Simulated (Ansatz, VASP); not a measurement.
**LuGaAs2 in VASP and in Ansatz**

```
Ga Lu As
1.0
     1.95026    1.12598    6.42274
    -1.95026    1.12598    6.42274
     0.00000   -2.25196    6.42274
Ga Lu As
1 1 2
Direct
  0.00000 0.00000 0.00000
  0.50000 0.50000 0.50000
  0.25657 0.25657 0.25657
  0.74343 0.74343 0.74343
```

Alike in both runs: task single point; functional r2SCAN; k mesh 8 × 8 × 8; occupations fermi-dirac, width 0.02 eV; no spin polarisation.

|  | VASP | Ansatz |
| --- | --- | --- |
| version | VASP 6.6.1 | Ansatz 0.2.0 |
| potentials or method | VASP PAW PBE potentials, release 64 (Ga_d, Lu, As) | plane waves, PAW |
| plane-wave cutoff (eV) | 520 | 500 |
| valence electrons in the cell | 48 | 68 |

```tsv
	VASP	Ansatz	Ansatz less VASP
pressure (GPa)	0.3	0.0	-0.25
rms of the force components (eV/Å)	0.012	0.001	-0.0113
```

VASP's potentials were made for PBE, not for r2SCAN. Atom by atom the forces differ by 0.011 eV/Å (rms over components). With one functional, cell and mesh, what is left measures potentials, basis and numerics. VASP's potentials hold 48 valence electrons a cell and Ansatz's 68, so a difference there can come from the potentials and not from the codes.

Spin-orbit coupling is off throughout.
